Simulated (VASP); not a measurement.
# Pb (Im-3m) in VASP: settings compared, part 2 of 2

VASP 6.6.1.

### 6 Single point, HSE06

This run uses another cell than the first one, of 31.65 Å³/atom.

POSCAR

```
Pb
1.0
   -1.9927702770      1.9927702770      1.9927702770
    1.9927702770     -1.9927702770      1.9927702770
    1.9927702770      1.9927702770     -1.9927702770
Pb
1
Direct
    0.0000000000      0.0000000000      0.0000000000
```

INCAR.step1

```
PREC = Accurate
ENCUT = 520
EDIFF = 1E-5
ISMEAR = -1
SIGMA = 0.05
LREAL = F
LASPH = T
NELM = 60
ALGO = Normal
ISIF = 2
LWAVE = T
LCHARG = F
GGA = PE
NBANDS = 13
```

INCAR.step2

```
PREC = Accurate
ENCUT = 520
EDIFF = 1E-6
ISMEAR = -1
SIGMA = 0.05
LREAL = F
LASPH = T
NELM = 60
ALGO = Normal
ISIF = 2
LWAVE = F
LCHARG = F
GGA = PE
LHFCALC = T
HFSCREEN = 0.2079
PRECFOCK = Normal
ISTART = 1
NBANDS = 13
```

KPOINTS

```
regular mesh
0
Gamma
  6 6 6
```

Potentials or basis: VASP PAW PBE potentials, release 64 (Pb_d).

Run with:

```bash
$ cat potpaw_PBE.64/Pb_d/POTCAR > POTCAR
$ cp INCAR.step1 INCAR
$ mpirun -np 1 vasp_std > vasp.out
$ cp INCAR.step2 INCAR
$ mpirun -np 1 vasp_std > vasp.out
```

OUTCAR:

```text
PREC = Accurate
   ENCUT = 520
   EDIFF = 1E-6
   ISMEAR = -1
   LREAL = F
   LASPH = T
   NELM = 60
   ISIF = 2
   GGA = PE
   LHFCALC = T
   HFSCREEN = 0.2079
   PRECFOCK = Normal
   ISTART = 1

 ion  position               nearest neighbor table
   1  0.000  0.000  0.000-

  LATTYP: Found a body centered cubic cell.
 ALAT       =     3.9855405540

  Lattice vectors:

 A1 = (  -1.9927702770,   1.9927702770,   1.9927702770)
 A2 = (   1.9927702770,  -1.9927702770,   1.9927702770)
 A3 = (   1.9927702770,   1.9927702770,  -1.9927702770)

Analysis of symmetry for initial positions (statically):
=====================================================================
 Subroutine PRICEL returns:
 Original cell was already a primitive cell.

 Routine SETGRP: Setting up the symmetry group for a
 body centered cubic supercell.

 Subroutine GETGRP returns: Found 48 space group operations
 (whereof 48 operations were pure point group operations)
 out of a pool of 48 trial point group operations.

The static configuration has the point symmetry O_h .

Analysis of symmetry for dynamics (positions and initial velocities):
=====================================================================
 Subroutine PRICEL returns:
 Original cell was already a primitive cell.

 Routine SETGRP: Setting up the symmetry group for a
 body centered cubic supercell.

 Subroutine GETGRP returns: Found 48 space group operations
 (whereof 48 operations were pure point group operations)
 out of a pool of 48 trial point group operations.

The dynamic configuration has the point symmetry O_h .

 Subroutine INISYM returns: Found 48 space group operations
 (whereof 48 operations are pure point group operations),
 and found     1 'primitive' translations

----------------------------------------------------------------------------------------

                                     Primitive cell

  volume of cell :      31.6542

  direct lattice vectors                    reciprocal lattice vectors
    -1.992770277  1.992770277  1.992770277     0.000000000  0.250906994  0.250906994
     1.992770277 -1.992770277  1.992770277     0.250906994  0.000000000  0.250906994
     1.992770277  1.992770277 -1.992770277     0.250906994  0.250906994  0.000000000

  length of vectors
     3.451579368  3.451579368  3.451579368     0.354836074  0.354836074  0.354836074

  position of ions in fractional coordinates (direct lattice)
     0.000000000  0.000000000  0.000000000

  ion indices of the primitive-cell ions
   primitive index   ion index
                 1           1

----------------------------------------------------------------------------------------

 KPOINTS: regular mesh

Automatic generation of k-mesh.
 Grid dimensions read from file:
 generate k-points for:    6    6    6

 Generating k-lattice:

[... 33 lines left out ...]
  0.500000  0.500000  0.500000      1.000000
   k-points           NKPTS =     16   k-points in BZ     NKDIM =    216   number of bands    NBANDS=     13
   number of dos      NEDOS =    301   number of ions     NIONS =      1
   total plane-waves  NPLWV =  21952
   dimension x,y,z NGX =    28 NGY =   28 NGZ =   28
   dimension x,y,z NGXF=    56 NGYF=   56 NGZF=   56
   ions per type =               1
   NGX,Y,Z   is equivalent  to a cutoff of  13.49, 13.49, 13.49 a.u.
   NGXF,Y,Z  is equivalent  to a cutoff of  26.97, 26.97, 26.97 a.u.
 SYSTEM =  unknown system
   PREC   = accura    normal or accurate (medium, high low for compatibility)
   ISTART =      1    job   : 0-new  1-cont  2-samecut
   ICHARG =      0    charge: 1-file 2-atom 10-const
   ISPIN  =      1    spin polarized calculation?
   LNONCOLLINEAR =      F non collinear calculations
   LSORBIT =      F    spin-orbit coupling
   LASPH  =      T    aspherical Exc in radial PAW
   ENCUT  =  520.0 eV  38.22 Ry    6.18 a.u.   6.42  6.42  6.42*2*pi/ulx,y,z
   NELM   =     60;   NELMIN=  2; NELMDL=  0     # of ELM steps
   EDIFF  = 0.1E-05   stopping-criterion for ELM
   LREAL  =      F    real-space projection
   EDIFFG = 0.1E-04   stopping-criterion for IOM
   NSW    =      0    number of steps for IOM
   IBRION =     -1    ionic relax: 0-MD 1-quasi-New 2-CG
   NFREE  =      0    steps in history (QN), initial steepest desc. (CG)
   ISIF   =      2    stress and relaxation
   ISYM   =      3    0-nonsym 1-usesym 2-fastsym
   POTIM  = 0.5000    time-step for ionic-motion
   TEBEG  =    0.0;   TEEND  =   0.0 temperature during run
   PSTRESS=    0.0 pullay stress
   NELECT =      14.0000    total number of electrons
   NUPDOWN=      -1.0000    fix difference up-down
   EMIN   =  10.00;   EMAX   =-10.00  energy-range for DOS
   EFERMI =   0.00;   METHOD = LEGACY
   ISMEAR =    -1;   SIGMA  =   0.05  broadening in eV -4-tet -1-fermi 0-gaus
   EFERMI_NEDOS =   21; number of points for ismear=-14 and -15
   IALGO  =     38    algorithm
   IMIX   =      1    mixing-type and parameters
     AMIX     =   0.40;   BMIX     =  1.00
     AMIX_MAG =   1.60;   BMIX_MAG =  1.00
  volume/ion in A,a.u.               =      31.65       213.61
  Fermi-wavevector in a.u.,A,eV,Ry     =   1.247308  2.357070 21.167625  1.555777
  Thomas-Fermi vector in A             =   2.381446
   LORBIT       =      0    0 simple, 1 ext, 2 COOP (PROOUT), +10 PAW based schemes
   GGA     = PE    functional components
   LHFCALC =     T    Hartree Fock is set to
   PRECFOCK=normal    Normal, Fast or Accurate (Low or Medium for compatibility)
   ENCUT4O =  -1.0   cutoff for four orbital integrals eV
   NKREDX  =     1    reduce k-point grid by
   NKREDY  =     1    reduce k-point grid by
   NKREDZ  =     1    reduce k-point grid by
   AEXX    =    0.2500 exact exchange contribution
   HFSCREEN=    0.2079 screening length (either q_TF or 0.3 A-1)
   HFSCREENC=   0.2079 screening length for correlation (either q_TF or 0.3 A-1)
   ENCUTFOCK=  -1.0 apply spherical cutoff to Coloumb kernel
   IVDW    =     0    specifies the selected vdW correction
   LEPSILON=     F    determine dielectric tensor
   LRPA    =     F    only Hartree local field effects (RPA)
 non-spin polarized calculation
  energy-cutoff  :      520.00
  volume of cell :       31.65
 maximum number of plane-waves:       887
 NGX is ok and might be reduce to    28
  NGX = 20; NGY = 20; NGZ = 20

 number of electron      13.9999998 magnetization

 Free energy of the ion-electron system (eV)
  ---------------------------------------------------
  ext. energy  EPLUGINS =         0.00000000
  ---------------------------------------------------
  free energy    TOTEN  =        -4.04744933 eV

  energy without entropy =       -4.04357446  energy(sigma->0) =       -4.04551190

 E-fermi :   6.6117     XC(G=0):  -8.2912

 val. band max:        6.5498207731   @ k =  -0.3333   0.3333   0.3333
 cond. band min:       7.1291990015   @ k =   0.5000   0.5000   0.3333
 fundamental gap:      0.5793782283
 Fermi energy:         6.6117196787

 k-point     1 :       0.0000    0.0000    0.0000
  band No.  band energies     occupation
      1     -12.3135      2.00000
      2     -12.3135      2.00000
      3     -12.3135      2.00000
      4     -12.0918      2.00000
      5     -12.0918      2.00000
      6      -6.0497      2.00000
      7      14.7804      0.00000
      8      14.7804      0.00000
      9      14.7804      0.00000
     10      18.5181      0.00000
     11      18.5181      0.00000
     12      18.5181      0.00000
     13      18.7969      0.00000
[... 226 lines left out ...]
  band No.  band energies     occupation
      1     -12.3631      2.00000
      2     -12.3631      2.00000
      3     -11.9901      2.00000
      4     -11.9901      2.00000
      5     -11.9901      2.00000
      6       1.0392      2.00000
      7       6.3991      1.97194
      8       6.3991      1.97194
      9       6.3991      1.97194
     10      11.5298      0.00000
     11      11.5298      0.00000
     12      24.0994      0.00000
     13      26.7059      0.00000

------------------------ aborting loop because EDIFF is reached ----------------------------------------

  FORCE on cell =-STRESS in cart. coord.  units (eV):
  Direction    XX          YY          ZZ          XY          YZ          ZX
  --------------------------------------------------------------------------------------
  -------------------------------------------------------------------------------------
  Total       -0.2755446     -0.2755446     -0.2755446     -0.0000000     -0.0000000      0.0000000
  in kB      -13.9466795    -13.9466795    -13.9466795     -0.0000000     -0.0000000      0.0000000
  external PRESSURE =     -13.9466795 kB  Pullay stress =       0.0000000 kB

 VOLUME and BASIS-vectors are now :
 -----------------------------------------------------------------------------
  energy-cutoff  :      520.00
  volume of cell :       31.65
      direct lattice vectors                 reciprocal lattice vectors
    -1.992770277  1.992770277  1.992770277     0.000000000  0.250906994  0.250906994
     1.992770277 -1.992770277  1.992770277     0.250906994  0.000000000  0.250906994
     1.992770277  1.992770277 -1.992770277     0.250906994  0.250906994  0.000000000

 POSITION                                       TOTAL-FORCE (eV/Angst)
 -----------------------------------------------------------------------------------
      0.00000      0.00000      0.00000         0.000000      0.000000     -0.000000
 -----------------------------------------------------------------------------------
    total drift:                                0.000006     -0.000006      0.000000

  FREE ENERGIE OF THE ION-ELECTRON SYSTEM (eV)
  ---------------------------------------------------
  free  energy   TOTEN  =        -4.0474493295 eV

  energy  without entropy=       -4.0435744629  energy(sigma->0) =       -4.04551190
```

Wall time 9.5 min (1 thread of Intel Xeon 6975P-C (Granite Rapids), shared host); peak memory 0.26 GiB.

What came out:

| Property | Result |
| --- | --- |
| Free energy | -4.0474 eV |
| Pressure | -1.4 GPa |
| Band gap on the k mesh | zero (bands 7 and 8 overlap by 10.27 eV) |

Caveat: the k points lie up to 0.37 Å⁻¹ apart, too coarse for converged energies and pressures of a metal; the PAW data sets were made with another functional, which shifts forces and pressure a little; spin-orbit coupling is left out, which moves the levels of the heavy elements.

### 7 Summary

| level | potentials or basis | spin | cell | k mesh | cutoff (eV) | smearing | grid for exact exchange (PRECFOCK) | share of exact exchange | screening parameter | gap on the mesh (eV) | pressure (GPa) |
| --- | --- | --- | --- | --- | --- | --- | --- | --- | --- | --- | --- |
| LDA | VASP PAW LDA potentials, release 64 (Pb_d) | non-collinear, zero start, SOC | a = 3.474 Å, angles 109.5°, 1 atom | 9 × 9 × 9 | 500 | gaussian 0.01 eV | - | - | - | - | -3.5 |
| PBEsol-based screened hybrid with 25 % exact exchange | VASP PAW PBE potentials, release 64 (Pb_d) | off | a = 3.429 Å, angles 109.5°, 1 atom | 7 × 7 × 7 | 400 | gaussian 0.01 eV | Normal | 0.25 | 0.207 1/Å | none | -2.8 |
| HSE06 | VASP PAW PBE potentials, release 64 (Pb_d) | off | a = 3.474 Å, angles 109.5°, 1 atom | 6 × 6 × 6 | 520 | fermi-dirac 0.05 eV | Normal | 0.25 | 0.2079 1/Å | none | -2.0 |
| PBE0 | VASP PAW PBE potentials, release 64 (Pb_d) | off | a = 3.474 Å, angles 109.5°, 1 atom | 6 × 6 × 6 | 520 | fermi-dirac 0.05 eV | Normal | 0.25 | - | none | -2.2 |
| HSE06 | VASP PAW PBE potentials, release 64 (Pb_d) | off | a = 3.452 Å, angles 109.5°, 1 atom | 6 × 6 × 6 | 520 | fermi-dirac 0.05 eV | Normal | 0.25 | 0.2079 1/Å | none | -1.4 |

Alike in all rows: task single point.

Caveats: some runs use coarse meshes; the PAW data sets were made with another functional, which shifts forces and pressure a little (at least some runs); spin-orbit coupling is left out, which moves the levels of the heavy elements (at least some runs); the cell stands under tension (at least some runs).

Absolute energies hang on the potentials; compare differences alone.
